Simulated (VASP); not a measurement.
A run of VASP 6.6.1:

File INCAR:

```
PREC = Accurate
ENCUT = 520
EDIFF = 1E-6
ISMEAR = -1
SIGMA = 0.05
LREAL = F
LASPH = T
NELM = 100
ALGO = Normal
ISIF = 2
LWAVE = F
LCHARG = F
GGA = PS
NBANDS = 32
```

KPOINTS

```
Automatic mesh
0
Gamma
  6 6 6
```

File POSCAR:

```
Bi2Te3
1.0
    2.1930000000      1.2661291403     10.0640100000
   -2.1930000000      1.2661291403     10.0640100000
    0.0000000000     -2.5322582807     10.0640100000
Bi Te
2 3
Direct
    0.6000000000      0.6000000000      0.6000000000
    0.4000000000      0.4000000000      0.4000000000
    0.7905000000      0.7905000000      0.7905000000
    0.2095000000      0.2095000000      0.2095000000
    0.0000000000      0.0000000000      0.0000000000
```

Potentials or basis: VASP PAW PBE potentials, release 64 (Bi_d, Te).

Run with:

```console
$ cat potpaw_PBE.64/Bi_d/POTCAR potpaw_PBE.64/Te/POTCAR > POTCAR
$ mpirun -np 1 vasp_std > vasp.out
```

Hardware: 1 thread of AMD EPYC 9R45 96-Core Processor (Zen 5) (shared host).

Question: How long does it take, and how much memory?

Answer: It took 8.1 min on 1 thread of AMD EPYC 9R45 96-Core Processor (Zen 5), on a shared host, peak memory 0.93 GiB. Counts: scf iterations 13, k points 32.
